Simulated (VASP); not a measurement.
Wanted: the native input for a VASP 6.6.1 run.

```yaml
Task: single point
Functional: PBE
Potentials_or_basis: VASP PAW PBE potentials, release 64 (Ca_sv, Li_sv, Cl)
Cutoff: 750 eV
k_mesh: 4 × 4 × 4
Occupations: methfessel-paxton, width 0.02 eV
Spin: no spin polarisation
Dipole_correction: no
Further_INCAR_settings: ALGO = Normal; EDIFF = 1e-06; NBANDS = 25
```

The structure of LiCaCl3 lies in POSCAR:

```
LiCaCl3
1.0
    4.7312348795      0.0000000000      0.0000000000
    0.0000000000      4.7312348795      0.0000000000
    0.0000000000      0.0000000000      4.7312348795
Ca Li Cl
1 1 3
Direct
    0.0000000000      0.0000000000      0.0000000000
    0.5000000000      0.5000000000      0.5000000000
    0.5000000000      0.5000000000      0.0000000000
    0.0000000000      0.5000000000      0.5000000000
    0.5000000000      0.0000000000      0.5000000000
```

These files were run (other wordings do the same):

INCAR

```
SYSTEM = LiCaCl3
PREC = Accurate ; ENCUT = 750
EDIFF = 1E-6 ; ISMEAR = 1
SIGMA = 0.02 ; LREAL = .FALSE.
LASPH = .TRUE. ; NELM = 120
ALGO = Normal ; ISIF = 2
LWAVE = .FALSE. ; LCHARG = .TRUE.
GGA = PE ; LELF = .TRUE.
LVHAR = .TRUE. ; NBANDS = 25
GGA_COMPAT = .FALSE.
```

KPOINTS

```
Automatic mesh
0
G
  4 4 4
  0 0 0
```

Potentials or basis: VASP PAW PBE potentials, release 64 (Ca_sv, Li_sv, Cl).

Command:

```sh
$ cat potpaw_PBE.64/Ca_sv/POTCAR potpaw_PBE.64/Li_sv/POTCAR potpaw_PBE.64/Cl/POTCAR > POTCAR
$ mpirun -np 1 vasp_std > vasp.out
```

Results of the run:

```
Pressure               : 0.0 GPa
Band gap on the k mesh : 3.40 eV, indirect (least direct gap 3.64 eV)
```

It took 68 s on 1 thread of Intel Xeon 8259CL, on a shared host, peak memory 0.27 GiB.
